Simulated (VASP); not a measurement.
Here is a VASP 6.6.1 calculation.

The input INCAR:

```
ALGO = Normal
DIPOL = 0.5 0.5 0.324
EDIFF = 1E-6
ENCUT = 520
GGA = PE
IDIPOL = 3
ISIF = 2
ISMEAR = 0
LASPH = T
LCHARG = F
LDIPOL = T
LREAL = F
LWAVE = F
NBANDS = 98
NELM = 80
PREC = Accurate
SIGMA = 0.1
```

File KPOINTS:

```
k-points
0
Gamma
  5 5 1
```

The input POSCAR:

```
SiW12
1.0
    5.7094426449      0.0000000000      0.0000000000
    0.0000000000      5.7094426449      0.0000000000
    0.0000000000      0.0000000000     19.4446428585
W Si
12 1
Direct
    0.2500000000      0.2500000000      0.2057121866
    0.2500000000      0.7500000000      0.2057121866
    0.7500000000      0.2500000000      0.2057121866
    0.7500000000      0.7500000000      0.2057121866
    0.0000000000      0.0000000000      0.3071173000
    0.0000000000      0.5000000000      0.3071173000
    0.5000000000      0.0000000000      0.3071173000
    0.5000000000      0.5000000000      0.3071173000
    0.2500000000      0.2500000000      0.4085774635
    0.2500000000      0.7500000000      0.4085774635
    0.7500000000      0.2500000000      0.4085774635
    0.7500000000      0.7500000000      0.4085774635
    0.3333333333      0.3333333333      0.5240285410
```

Potentials or basis: VASP PAW PBE potentials, release 64 (W_sv, Si).

Run with:

```sh
$ cat potpaw_PBE.64/W_sv/POTCAR potpaw_PBE.64/Si/POTCAR > POTCAR
$ mpirun -np 1 vasp_std > vasp.out
```

(1) Predict the band gap on the k mesh.

(2) Predict the largest force.

Answers

(1) zero (bands 86 and 87 overlap by 0.17 eV).

(2) 0.671 eV/Å.

Caveat: spin-orbit coupling is left out, which moves the levels of the heavy elements.
